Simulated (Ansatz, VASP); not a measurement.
**Two plane-wave programs on HfH3**

```
Hf H
1.0
    -1.58664    1.58664    3.15354
     1.58664   -1.58664    3.15354
     1.58664    1.58664   -3.15354
Hf H
1 3
Direct
  0.00000 0.00000 0.00000
  0.75000 0.25000 0.50000
  0.25000 0.75000 0.50000
  0.50000 0.50000 0.00000
```

Alike in both runs: task single point; functional r2SCAN; k mesh 20 × 20 × 20; occupations gaussian, width 0.1 eV; no spin polarisation.

```csv
,VASP,Ansatz
version,VASP 6.6.1,Ansatz 0.2.0
potentials or method,"VASP PAW PBE potentials, release 64 (Hf_pv, H), cutoff 520 eV","scalar-relativistic, plane waves, PAW"
valence electrons in the cell,13,29
```

|  | VASP | Ansatz | Ansatz less VASP |
| --- | --- | --- | --- |
| gap on the k mesh at the Fermi level (eV) | none | none | - |
| pressure (GPa) | -15.9 | -14.8 | +1.08 |
| traceless stress, the component that is largest in VASP (GPa) | 2.48 | 2.36 | -0.117 |

VASP's potentials were made for PBE, not for r2SCAN. A gap of «none» marks a metal or a gap that the smearing closes. VASP's potentials hold 13 valence electrons a cell and Ansatz's 29, so a difference there can come from the potentials and not from the codes.

Spin-orbit coupling is off throughout.
